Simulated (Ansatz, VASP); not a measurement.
**Two plane-wave programs on Ag**

POSCAR

```
Ag
1.0
    4.6828966828      0.0000000000      0.0000000000
    0.0000000000      2.8676768478      0.0000000000
    0.0000000000      0.0000000000     22.8146866416
Ag
9
Direct
    0.0000000000      0.0000000000      0.2629884905
    0.5000000000      0.3333333333      0.3222413678
    0.0000000000      0.6666666667      0.3814942452
    0.5000000000      1.0000000000      0.4407471226
    0.0000000000      0.3333333333      0.5000000000
    0.5000000000      0.6666666667      0.5592528774
    1.0000000000      1.0000000000      0.6185057548
    0.5000000000      0.3333333333      0.6777586322
    0.0000000000      0.6666666667      0.7370115095
```

File INCAR.step1:

```
SYSTEM = Ag
  PREC = Accurate
  ENCUT = 520
  ISMEAR = 1
  SIGMA = 0.1
  LREAL = .False.
  LASPH = .True.
  NELM = 80
  LDIPOL = .True.
  IDIPOL = 3
  DIPOL = 0.5 0.5 0.500
  NBANDS = 60
  GGA = PE
  ALGO = Normal
  EDIFF = 1E-4
  LWAVE = .True.
  LCHARG = .False.
```

INCAR.step2

```
SYSTEM = Ag
  PREC = Accurate
  ENCUT = 520
  EDIFF = 1E-7
  ISMEAR = 1
  SIGMA = 0.1
  LREAL = .False.
  LASPH = .True.
  NELM = 80
  ALGO = Normal
  ISIF = 2
  LWAVE = .False.
  LCHARG = .False.
  LDIPOL = .True.
  IDIPOL = 3
  DIPOL = 0.5 0.5 0.500
  METAGGA = R2SCAN
  LMIXTAU = .True.
  NBANDS = 60
  ISTART = 1
```

File KPOINTS:

```
regular mesh
0
Gamma
  4 6 1
  0 0 0
```

Input for Ansatz:

```yaml
crystal:
  lattice:
    - [4.682896682794529, 0.0, 0.0]
    - [-4.018587651124531e-17, 2.867676847754642, 0.0]
    - [0.0, -0.0, 22.814686641594502]
  atoms:
    - { symbol: Ag, position: [0.0, 0.0, 0.26298849045163414] }
    - { symbol: Ag, position: [0.5, 0.3333333333333333, 0.3222413678387256] }
    - { symbol: Ag, position: [-4.286509954572245e-36, 0.6666666666666666, 0.3814942452258171] }
    - { symbol: Ag, position: [0.49999999999999983, 0.9999999999999999, 0.4407471226129085] }
    - { symbol: Ag, position: [-5.3581374432153066e-36, 0.33333333333333326, 0.5] }
    - { symbol: Ag, position: [0.5, 0.6666666666666665, 0.5592528773870914] }
    - { symbol: Ag, position: [0.9999999999999997, 0.9999999999999996, 0.6185057547741829] }
    - { symbol: Ag, position: [0.5, 0.33333333333333304, 0.6777586321612743] }
    - { symbol: Ag, position: [-1.0716274886430613e-35, 0.6666666666666665, 0.7370115095483659] }
basis:
  ecutwfc: 650.0
kpoints:
  mp_grid:
    grid: [4, 6, 1]
hamiltonian:
  xc: r2scan
efield:
  axis: 3
  dipole_correction: true
scf:
  occupations:
    method: cold
    width: 0.1
output:
  write_potential: true
  forces: true
```

Alike in both runs: task single point; functional r2SCAN; k mesh 4 × 6 × 1; no spin polarisation.

|  | VASP | Ansatz |
| --- | --- | --- |
| version | VASP 6.6.1 | Ansatz 0.2.0 |
| potentials or method | VASP PAW PBE potentials, release 64 (Ag), cutoff 520 eV | plane waves, PAW |
| occupations | methfessel-paxton of order 1, width 0.1 eV | cold, width 0.1 eV |
| valence electrons in the cell | 99 | 171 |

VASP gave:

- gap on the k mesh at the Fermi level (eV): none
- rms of the force components (eV/Å): 0.141

Question: Estimate Ansatz's values.

Answer: gap on the k mesh at the Fermi level (eV): none; rms of the force components (eV/Å): 0.140.

VASP's potentials were made for PBE, not for r2SCAN. Atom by atom the forces differ by 0.002 eV/Å (rms over components). A gap of «none» marks a metal or a gap that the smearing closes. VASP's potentials hold 99 valence electrons a cell and Ansatz's 171, so a difference there can come from the potentials and not from the codes. Ansatz's warnings: vacuum density over bound, xc potential rough in thin density.

The k mesh is coarse, so the values compare programs but aren't converged.
